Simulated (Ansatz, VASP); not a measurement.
# MoS2 in VASP and in Ansatz

```
CELL_PARAMETERS angstrom
1.57157 0.90735 6.28072
-1.57157 0.90735 6.28072
0.00000 -1.81470 6.28072
ATOMIC_POSITIONS crystal
Mo 0.00010 0.00010 0.00010
S 0.25076 0.25076 0.25076
S 0.41614 0.41614 0.41614
```

Alike in both runs: functional PBEsol; k mesh 8 × 8 × 8; no spin polarisation.

Ansatz relaxed the structure, and its values are those at the end. VASP's run is a single point on that final structure, the one shown.

```csv
,VASP,Ansatz
version,VASP 6.6.1,Ansatz 0.2.0
potentials or method,"VASP PAW PBE potentials, release 64 (Mo_sv, S)","PAW with Ansatz's default frozen-core files, scalar-relativistic"
plane-wave cutoff (eV),520,420
occupations,"gaussian, width 0.01 eV",fixed
valence electrons in the cell,26,26
```

```tsv
	VASP	Ansatz	Ansatz less VASP
pressure (GPa)	0.0	0.0	+0.01
```

VASP's potentials were made for PBE, not for PBEsol.
